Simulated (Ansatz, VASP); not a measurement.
**One calculation of AgCl, two programs**

```
Ag Cl
1.0
     3.35043    0.00000    0.00000
     0.00000    3.39559    0.00000
     0.00000    0.00000    3.39559
Ag Cl
1 1
Cartesian
  0.0000 0.0000 0.0000
  1.6752 1.6978 1.6978
```

Change from the starting cell: uniaxial_x strain -1.3%.

Alike in both runs: task single point; functional PBE; k mesh 8 × 8 × 8; occupations fermi-dirac, width 0.02 eV; no spin polarisation.

|  | VASP | Ansatz |
| --- | --- | --- |
| version | VASP 6.6.1 | Ansatz 0.2.0 |
| potentials or method | VASP PAW PBE potentials, release 64 (Ag_sv_GW, Cl) | plane waves, PAW |
| plane-wave cutoff (eV) | 630 | 420 |
| valence electrons in the cell | 26 | 26 |

Ansatz gave:

| Quantity | Value |
| --- | --- |
| pressure (GPa) | 2.4 |
| traceless stress, the component that is largest in VASP (GPa) | 0.47 |

Task: Estimate VASP's values.

Result: Pressure (GPa): 2.3; traceless stress, the component that is largest in VASP (GPa): 0.47.

With one functional, cell and mesh, what is left measures potentials, basis and numerics.
